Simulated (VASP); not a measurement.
## Nd2CdC2: single point with PBE

Nd2CdC2:

```
CELL_PARAMETERS angstrom
7.21659 0.00000 0.00000
0.00000 7.21659 0.00000
0.00000 0.00000 3.56376
ATOMIC_POSITIONS crystal
Nd 0.80915 0.30915 0.50000
Nd 0.69085 0.80915 0.50000
Nd 0.19085 0.69085 0.50000
Nd 0.30915 0.19085 0.50000
Cd 0.50000 0.50000 0.00000
Cd 0.00000 0.00000 0.00000
C 0.43291 0.93291 0.00000
C 0.93291 0.56709 0.00000
C 0.06709 0.43291 0.00000
C 0.56709 0.06709 0.00000
```

The cell was generated, and may not be a known phase.

```
Program                : VASP 6.6.1
Task                   : single point
Functional             : PBE
Potentials or basis    : VASP PAW PBE potentials, release 64 (Nd_3, Cd, C), 4f in core
Cutoff                 : 600 eV
k mesh                 : 4 × 4 × 8
Occupations            : gaussian, width 0.1 eV
Spin                   : no spin polarisation
Dipole correction      : no
Further INCAR settings : ALGO = Normal; EDIFF = 1e-06; NBANDS = 53
```

```yaml
Pressure: 0.4 GPa
Largest_force: 0.079 eV/Å
Band_gap_on_the_k_mesh: zero (bands 42 and 43 overlap by 1.09 eV)
```

Forces in eV/Å, atoms in the order of the input:
```
Nd   0.011  0.011  0.000
Nd  -0.011  0.011  0.000
Nd  -0.011 -0.011  0.000
Nd   0.011 -0.011  0.000
Cd   0.000  0.000  0.000
Cd   0.000  0.000  0.000
C   -0.056 -0.056  0.000
C   -0.056  0.056  0.000
C    0.056 -0.056  0.000
C    0.056  0.056  0.000
```

Stress tensor (GPa, compression positive):
```
0.50 0.00 0.00
0.00 0.50 0.00
0.00 0.00 0.28
```

Levels at points of the mesh, in eV from the Fermi level:
| k point | band 38 | band 39 | band 40 | band 41 | band 42 | band 43 | band 44 | band 45 | band 46 | band 47 |
| --- | --- | --- | --- | --- | --- | --- | --- | --- | --- | --- |
| (0.00, 0.00, 0.00) | -2.45 | -0.61 | -0.53 | -0.33 | -0.33 | 0.32 | 0.82 | 0.82 | 1.46 | 1.46 |
| (0.50, 0.00, 0.00) | -2.99 | -0.64 | -0.64 | -0.49 | -0.49 | 0.98 | 0.98 | 1.36 | 1.36 | 1.43 |
| (0.50, 0.50, 0.00) | -3.21 | -0.66 | -0.66 | -0.65 | -0.65 | 1.12 | 1.12 | 1.30 | 1.30 | 1.45 |
| (0.00, 0.00, 0.50) | -2.45 | -0.99 | -0.99 | -0.22 | -0.04 | 0.26 | 0.26 | 0.76 | 1.03 | 2.17 |
| (0.50, 0.00, 0.50) | -2.56 | -1.66 | -1.66 | -0.73 | -0.73 | 0.61 | 0.61 | 1.42 | 1.42 | 1.94 |
| (0.50, 0.50, 0.50) | -1.95 | -1.85 | -1.85 | -1.66 | -1.66 | -0.77 | -0.77 | 2.14 | 2.14 | 2.51 |

Wall time 3 min on 1 thread of Intel(R) Xeon(R) 6975P-C (Granite Rapids), on a shared host, peak memory 0.49 GiB.

Caveat: spin-orbit coupling is left out, which moves the levels of the heavy elements; the 4f electrons are frozen in the core, so they carry no moment and show no levels. Spin polarisation is off, so any magnetic state and its effect on volume and gap are missing.
